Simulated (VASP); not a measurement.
# Li (P6_3/mmc) in VASP: a series of runs, part 2 of 2

VASP 6.6.1.

## Step 3: Relaxation of cell and atoms, PBEsol

This run uses another cell than the first one, of 21.68 Å³/atom.

INCAR

```
PREC = Accurate ; ENCUT = 750
EDIFF = 1E-7 ; ISMEAR = 1
SIGMA = 0.1 ; LREAL = False
LASPH = True ; NELM = 120
ALGO = Normal ; ISIF = 3
LWAVE = False ; LCHARG = False
GGA = PS ; IBRION = 2
NSW = 80 ; EDIFFG = -0.03
GGA_COMPAT = False ; NELMIN = 4
```

KPOINTS

```
regular mesh
0
Gamma
  8 8 4
```

POSCAR

```
Li
1.0
    3.1300000000      0.0000000000      0.0000000000
   -1.5650000000      2.7106595138      0.0000000000
    0.0000000000      0.0000000000      5.1112900000
Li
2
Direct
    0.3333333333      0.6666666667      0.2500000000
    0.6666666667      0.3333333333      0.7500000000
```

Potentials or basis: VASP PAW PBE potentials, release 64 (Li_sv).

On the command line:

```sh
$ cat potpaw_PBE.64/Li_sv/POTCAR > POTCAR
$ mpirun -np 1 vasp_std > vasp.out
```

OUTCAR:

```text
PREC = Accurate
   ENCUT = 750
   EDIFF = 1E-7
   ISMEAR = 1
   LREAL = False
   LASPH = True
   NELM = 120
   ISIF = 3
   GGA = PS
   IBRION = 2
   NSW = 80
   EDIFFG = -0.03
   NELMIN = 4

 ion  position               nearest neighbor table
   1  0.333  0.667  0.250-
   2  0.667  0.333  0.750-

  LATTYP: Found a hexagonal cell.
 ALAT       =     3.1300000000
 C/A-ratio  =     1.6330000000

  Lattice vectors:

 A1 = (   3.1300000000,   0.0000000000,   0.0000000000)
 A2 = (  -1.5650000000,   2.7106595138,   0.0000000000)
 A3 = (   0.0000000000,   0.0000000000,   5.1112900000)

Analysis of symmetry for initial positions (statically):
=====================================================================
 Subroutine PRICEL returns:
 Original cell was already a primitive cell.

 Routine SETGRP: Setting up the symmetry group for a
 hexagonal supercell.

 Subroutine GETGRP returns: Found 24 space group operations
 (whereof 12 operations were pure point group operations)
 out of a pool of 24 trial point group operations.

The static configuration has the point symmetry D_3d.
 The point group associated with its full space group is D_6h.

Analysis of symmetry for dynamics (positions and initial velocities):
=====================================================================
 Subroutine PRICEL returns:
 Original cell was already a primitive cell.

 Routine SETGRP: Setting up the symmetry group for a
 hexagonal supercell.

 Subroutine GETGRP returns: Found 24 space group operations
 (whereof 12 operations were pure point group operations)
 out of a pool of 24 trial point group operations.

The dynamic configuration has the point symmetry D_3d.
 The point group associated with its full space group is D_6h.

 Subroutine INISYM returns: Found 24 space group operations
 (whereof 12 operations are pure point group operations),
 and found     1 'primitive' translations

----------------------------------------------------------------------------------------

                                     Primitive cell

  volume of cell :      43.3660

  direct lattice vectors                    reciprocal lattice vectors
     3.130000000  0.000000000  0.000000000     0.319488818  0.184456955  0.000000000
    -1.565000000  2.710659514  0.000000000     0.000000000  0.368913910  0.000000000
     0.000000000  0.000000000  5.111290000     0.000000000  0.000000000  0.195645326

  length of vectors
     3.130000000  3.130000000  5.111290000     0.368913910  0.368913910  0.195645326

  position of ions in fractional coordinates (direct lattice)
     0.333333333  0.666666667  0.250000000
     0.666666667  0.333333333  0.750000000

  ion indices of the primitive-cell ions
   primitive index   ion index
                 1           1
                 2           2

----------------------------------------------------------------------------------------

 KPOINTS: regular mesh

Automatic generation of k-mesh.
 Grid dimensions read from file:
 generate k-points for:    8    8    4

 Generating k-lattice:

  Cartesian coordinates                     Fractional coordinates (reciprocal lattice)
[... 46 lines left out ...]
   dimension x,y,z NGXF=    56 NGYF=   56 NGZF=   96
   ions per type =               2
   NGX,Y,Z   is equivalent  to a cutoff of  14.87, 14.87, 15.61 a.u.
   NGXF,Y,Z  is equivalent  to a cutoff of  29.74, 29.74, 31.22 a.u.
 SYSTEM =  unknown system
   PREC   = accura    normal or accurate (medium, high low for compatibility)
   ISTART =      0    job   : 0-new  1-cont  2-samecut
   ICHARG =      2    charge: 1-file 2-atom 10-const
   ISPIN  =      1    spin polarized calculation?
   LNONCOLLINEAR =      F non collinear calculations
   LSORBIT =      F    spin-orbit coupling
   LASPH  =      T    aspherical Exc in radial PAW
   ENCUT  =  750.0 eV  55.12 Ry    7.42 a.u.   6.99  6.99 11.41*2*pi/ulx,y,z
   NELM   =    120;   NELMIN=  4; NELMDL= -5     # of ELM steps
   EDIFF  = 0.1E-06   stopping-criterion for ELM
   LREAL  =      F    real-space projection
   EDIFFG = -.3E-01   stopping-criterion for IOM
   NSW    =     80    number of steps for IOM
   IBRION =      2    ionic relax: 0-MD 1-quasi-New 2-CG
   NFREE  =      1    steps in history (QN), initial steepest desc. (CG)
   ISIF   =      3    stress and relaxation
   ISYM   =      2    0-nonsym 1-usesym 2-fastsym
   POTIM  = 0.5000    time-step for ionic-motion
   TEBEG  =    0.0;   TEEND  =   0.0 temperature during run
   PSTRESS=    0.0 pullay stress
   NELECT =       6.0000    total number of electrons
   NUPDOWN=      -1.0000    fix difference up-down
   EMIN   =  10.00;   EMAX   =-10.00  energy-range for DOS
   EFERMI =   0.00;   METHOD = LEGACY
   ISMEAR =     1;   SIGMA  =   0.10  broadening in eV -4-tet -1-fermi 0-gaus
   EFERMI_NEDOS =   21; number of points for ismear=-14 and -15
   IALGO  =     38    algorithm
   IMIX   =      4    mixing-type and parameters
     AMIX     =   0.40;   BMIX     =  1.00
     AMIX_MAG =   1.60;   BMIX_MAG =  1.00
  volume/ion in A,a.u.               =      21.68       146.32
  Fermi-wavevector in a.u.,A,eV,Ry     =   0.846724  1.600077  9.754586  0.716942
  Thomas-Fermi vector in A             =   1.962117
   LORBIT       =      0    0 simple, 1 ext, 2 COOP (PROOUT), +10 PAW based schemes
   GGA     = PS    functional components
   LHFCALC =     F    Hartree Fock is set to
   AEXX    =    0.0000 exact exchange contribution
   IVDW    =     0    specifies the selected vdW correction
   LEPSILON=     F    determine dielectric tensor
   LRPA    =     F    only Hartree local field effects (RPA)
 conjugate gradient relaxation of ions
 non-spin polarized calculation
 Methfessel and Paxton  Order N= 1 SIGMA  =   0.10
  energy-cutoff  :      750.00
  volume of cell :       43.37
 maximum number of plane-waves:      2035
 NGX is ok and might be reduce to    28
   NGX = 13   NGY = 13   NGZ = 23

--------------------------------------- Ionic step        1  -------------------------------------------

 number of electron       6.0000007 magnetization

 Free energy of the ion-electron system (eV)
  ---------------------------------------------------
  ext. energy  EPLUGINS =         0.00000000
  ---------------------------------------------------
  free energy    TOTEN  =        -3.92152601 eV

  energy without entropy =       -3.92000435  energy(sigma->0) =       -3.92101879

------------------------ aborting loop because EDIFF is reached ----------------------------------------

  FORCE on cell =-STRESS in cart. coord.  units (eV):
  Direction    XX          YY          ZZ          XY          YZ          ZX
  --------------------------------------------------------------------------------------
  -------------------------------------------------------------------------------------
  Total       -0.1913797     -0.1913797     -0.3684521      0.0000000      0.0000000      0.0000000
  in kB       -7.0706040     -7.0706040    -13.6126208      0.0000000      0.0000000      0.0000000
  external PRESSURE =      -9.2512763 kB  Pullay stress =       0.0000000 kB
[... 59 lines left out ...]
--------------------------------------- Ionic step        3  -------------------------------------------

 number of electron       5.9999998 magnetization

 Free energy of the ion-electron system (eV)
  ---------------------------------------------------
  ext. energy  EPLUGINS =         0.00000000
  ---------------------------------------------------
  free energy    TOTEN  =        -3.93187740 eV

  energy without entropy =       -3.93104245  energy(sigma->0) =       -3.93159909

 E-fermi :   0.4710     XC(G=0):  -7.0105

 val. band max:        0.4633153847   @ k =   0.3750   0.1250   0.2500
 cond. band min:       0.4991573544   @ k =   0.5000   0.0000   0.0000
 fundamental gap:      0.0358419697
 Fermi energy:         0.4709889173

 k-point     1 :       0.0000    0.0000    0.0000
  band No.  band energies     occupation
      1     -45.2893      2.00000
      2     -45.2694      2.00000
      3      -2.9457      2.00000
      4       0.6869     -0.00925
      5       3.6484      0.00000
      6      12.8797      0.00000
      7      12.8797      0.00000
[... 221 lines left out ...]
 k-point    24 :       0.3750   -0.0000    0.5000
  band No.  band energies     occupation
      1     -45.2693      2.00000
      2     -45.2693      2.00000
      3       0.3610      2.06526
      4       0.3610      2.06526
      5       5.5336      0.00000
      6       5.5336      0.00000
      7      10.6186      0.00000

 [... further k-points ...]

------------------------ aborting loop because EDIFF is reached ----------------------------------------

  FORCE on cell =-STRESS in cart. coord.  units (eV):
  Direction    XX          YY          ZZ          XY          YZ          ZX
  --------------------------------------------------------------------------------------
  -------------------------------------------------------------------------------------
  Total       -0.0247849     -0.0247849     -0.0475323     -0.0000000      0.0000000      0.0000000
  in kB       -0.9765910     -0.9765910     -1.8729009     -0.0000000      0.0000000      0.0000000
  external PRESSURE =      -1.2753610 kB  Pullay stress =       0.0000000 kB
[... 17 lines left out ...]
  FREE ENERGIE OF THE ION-ELECTRON SYSTEM (eV)
  ---------------------------------------------------
  free  energy   TOTEN  =        -3.9318774033 eV

  energy  without entropy=       -3.9310424500  energy(sigma->0) =       -3.93159909

 reached required accuracy - stopping structural energy minimisation
```

OSZICAR:

```text
N       E                     dE             d eps       ncg     rms          rms(c)
DAV:   1     0.725261960897E+01    0.72526E+01   -0.39060E+03   420   0.989E+02
DAV:   2    -0.146598219153E+01   -0.87186E+01   -0.86076E+01   560   0.717E+01
DAV:   3    -0.377875885578E+01   -0.23128E+01   -0.23040E+01   651   0.426E+01
[... 28 lines left out ...]
DAV:   6    -0.393187267708E+01   -0.18519E-04   -0.38987E-05   686   0.533E-02    0.103E-03
DAV:   7    -0.393187666631E+01   -0.39892E-05   -0.14152E-06   462   0.158E-02    0.399E-04
DAV:   8    -0.393187756642E+01   -0.90011E-06   -0.19620E-08   259   0.203E-03    0.667E-04
DAV:   9    -0.393187743833E+01    0.12809E-06   -0.69290E-09   231   0.107E-03    0.681E-05
DAV:  10    -0.393187740329E+01    0.35045E-07   -0.61162E-09   231   0.824E-04
   3 F= -.39318774E+01 E0= -.39315991E+01  d E =-.103514E-01
```

CONTCAR:

```text
Li
   1.00000000000000
     3.0792619744298251    0.0000000000000000    0.0000000000000000
    -1.5396309872149125    2.6667190947205670    0.0000000000000000
     0.0000000000000000    0.0000000000000000    4.9517737326715316
  Li
     2
Direct
     0.3333333332999970    0.6666666667000030    0.2500000000000000
     0.6666666667000030    0.3333333332999970    0.7500000000000000

  0.00000000E+00  0.00000000E+00  0.00000000E+00
  0.00000000E+00  0.00000000E+00  0.00000000E+00
```

It took 14 s on 1 thread of Intel Xeon 6975P-C (Granite Rapids), shared host; peak memory 0.18 GiB.

Results:

```yaml
Free_energy: -3.9319 eV
Relaxed_volume: 20.33 Å³/atom
Relaxed_cell: a = 3.079 Å, b = 3.079 Å, c = 4.952 Å, α = 90.00°, β = 90.00°, γ = 120.00°
Space_group_after_relaxing_to_0.1_Å: P6_3/mmc (No. 194)
Energy_gained_by_relaxing: 5.2 meV/atom
Ionic_steps: 3
Pressure_after_relaxing: -0.1 GPa
Band_gap_on_the_k_mesh: zero (bands 3 and 4 overlap by 4.03 eV)
```

Step by step:
```csv
step,energy change (eV),largest force (eV/Å),pressure (GPa),volume (Å³)
1,0.0000,0.0000,-0.93,43.37
2,-0.0045,0.0000,-0.72,42.58
3,-0.0104,0.0000,-0.13,40.66
```

Final structure:
```yaml
crystal:
  lattice:
    - [3.07926, 0.00000, 0.00000]
    - [-1.53963, 2.66672, 0.00000]
    - [0.00000, 0.00000, 4.95177]
  atoms:
    - { symbol: Li, position: [0.33333, 0.66667, 0.25000] }
    - { symbol: Li, position: [0.66667, 0.33333, 0.75000] }
```

Caveat: the PAW data sets were made with another functional, which shifts forces and pressure a little.
